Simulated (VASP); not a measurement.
Crystal: K.

```xyz
1
Lattice="0.0000 2.6227 2.6227 2.6227 0.0000 2.6227 2.6227 2.6227 0.0000" Properties=species:S:1:pos:R:3 pbc="T T T"
K     0.0000    0.0000    0.0000
```

This isn't the form of K at room conditions, which is bcc.

* Program: VASP 6.6.1
* Task: relaxation of cell and atoms
* Functional: PBE
* Potentials or basis: VASP PAW PBE potentials, release 64 (K_sv)
* Cutoff: 500 eV
* k mesh: 6 × 6 × 6
* Occupations: gaussian, width 0.1 eV
* Spin: no spin polarisation

At the start: pressure 9.9 GPa; volume 36.08 Å³/atom.

Problem. Where does the relaxation end?

Solution. Over 6 steps the energy falls by 650.4 meV/atom and the volume is 71.53 Å³/atom (+98.2 %); space group Fm-3m (No. 225, to 0.1 Å) before and after.

Step by step:
| step | energy change (eV) | largest force (eV/Å) | pressure (GPa) | volume (Å³) |
| --- | --- | --- | --- | --- |
| 1 | 0.0000 | 0.0000 | 9.90 | 36.08 |
| 2 | -0.4790 | 0.0000 | 3.21 | 49.02 |
| 3 | -0.6231 | 0.0000 | 0.92 | 61.15 |
| 4 | -0.6062 | 0.0000 | -0.60 | 91.09 |
| 5 | -0.6484 | 0.0000 | -0.18 | 75.40 |
| 6 | -0.6504 | 0.0000 | 0.02 | 71.53 |

Final structure:
```cif
data_structure
_symmetry_space_group_name_H-M 'P 1'
_symmetry_Int_Tables_number 1
_cell_length_a 4.6594
_cell_length_b 4.6594
_cell_length_c 4.6594
_cell_angle_alpha 60.000
_cell_angle_beta 60.000
_cell_angle_gamma 60.000
_cell_volume 71.53
loop_
_atom_site_label
_atom_site_type_symbol
_atom_site_fract_x
_atom_site_fract_y
_atom_site_fract_z
_atom_site_occupancy
K1 K 0.00000 0.00000 0.00000 1
```

Caveat: the volume moved by over 15 % at a fixed basis, so the end points are rough.
